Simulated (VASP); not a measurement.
Crystal: AlN.

```
Al N
1.0
     3.04945    0.00000    0.00000
    -1.52473    2.64090    0.00000
     0.00000    0.00000    4.87932
Al N
2 2
Cartesian
  1.5247 0.8803 2.4397
  0.0000 1.7606 0.0000
  1.5247 0.8803 4.2938
  0.0000 1.7606 1.8541
```

Base run:

| Property | Result |
| --- | --- |
| Program | VASP 6.6.1 |
| Functional | SVWN5 |
| Potentials or basis | VASP PAW PBE potentials, release 64 (Al, N) |
| Cutoff | 520 eV |
| k mesh | 10 × 10 × 6 |
| Occupations | fermi-dirac, width 0.05 eV |
| Spin | no spin polarisation |

Its results: band gap on the k mesh 4.79 eV, direct; pressure 9.8 GPa; largest force 0.170 eV/Å.

After a change of settings the same cell gave: band gap on the k mesh 4.78 eV, direct; pressure 12.7 GPa; largest force 0.179 eV/Å. Which change was it?
A. functional from SVWN5 to BLYP; further incar settings from ALGO = Normal; EDIFF = 1e-07; NBANDS = 16 to ALGO = Normal; EDIFF = 1e-06; NBANDS = 16
B. functional from SVWN5 to PBE exchange alone; further incar settings from ALGO = Normal; EDIFF = 1e-07; NBANDS = 16 to ALGO = Normal; EDIFF = 1e-06; NBANDS = 16
C. functional from SVWN5 to PBE; dispersion from none to D4
D. functional from SVWN5 to PBEsol; further incar settings from ALGO = Normal; EDIFF = 1e-07; NBANDS = 16 to ALGO = Normal; EDIFF = 1e-06; NBANDS = 16

C.

Caveats: the PAW data sets were made with another functional, which shifts forces and pressure a little (some runs).
